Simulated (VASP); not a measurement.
Wanted: the native input for a VASP 6.6.1 run.

- Task: single point
- Functional: PBE
- Potentials or basis: VASP PAW PBE potentials, release 64 (Ba_sv, H)
- Cutoff: 520 eV
- k mesh: 3 × 3 × 2
- Occupations: gaussian, width 0.1 eV
- Spin: no spin polarisation
- Dipole correction: no
- Further INCAR settings: ALGO = Normal; EDIFF = 1e-06; NBANDS = 42

The structure of Ba2H lies in POSCAR:

```
Ba2H
1.0
    7.1526402180     -0.0000000001      0.0000000000
   -3.5763201090      6.1943681330      0.0000000000
    0.0000000000      0.0000000000      8.6688455768
Ba H
6 3
Direct
    0.3056450426      0.3599009367      0.2365509330
    0.6400990633     -0.0542558940      0.9032175997
    1.0542558940      0.6943549574      0.5698842664
    0.3599009367      0.3056450426      0.7634490670
   -0.0542558940      0.6400990633      0.0967824003
    0.6943549574      1.0542558940      0.4301157336
    0.4382907594      0.0000000000      0.6666666667
    0.0000000000      0.4382907594      0.3333333333
    0.5617092406      0.5617092406      0.0000000000
```

The input as run:

INCAR

```
SYSTEM = Ba2H
ALGO     = Normal         ! electronic algorithm
EDIFF    = 1E-6           ! SCF threshold, eV
ENCUT    = 520            ! plane-wave cutoff, eV
GGA      = PE             ! functional
ISIF     = 2              ! what is computed and relaxed
ISMEAR   = 0              ! smearing method
LASPH    = .TRUE.         ! aspherical terms in the spheres
LCHARG   = .TRUE.         ! write CHGCAR
LELF     = .TRUE.         ! ELF
LREAL    = .FALSE.        ! projectors in reciprocal space
LVHAR    = .TRUE.       
LWAVE    = .FALSE.        ! write WAVECAR
NBANDS   = 42             ! bands
NELM     = 60             ! most SCF steps
PREC     = Accurate       ! precision mode
SIGMA    = 0.1            ! smearing width, eV
```

KPOINTS

```
k-points
0
G
  3 3 2
  0 0 0
```

Potentials or basis: VASP PAW PBE potentials, release 64 (Ba_sv, H).

The run is started by

```bash
$ cat potpaw_PBE.64/Ba_sv/POTCAR potpaw_PBE.64/H/POTCAR > POTCAR
$ mpirun -np 1 vasp_std > vasp.out
```

Results of the run:

```yaml
Pressure: 0.2 GPa
Largest_force: 0.071 eV/Å
Band_gap_on_the_k_mesh: zero (an odd number of electrons rules out a gap without spin polarisation)
```

Caveat: the k points lie up to 0.36 Å⁻¹ apart, too coarse for converged energies and pressures of a metal; spin-orbit coupling is left out, which moves the levels of the heavy elements.

Run time: 2.5 min on 1 thread of AMD EPYC 9755 128-Core Processor, with other jobs on the host, peak memory 0.44 GiB.
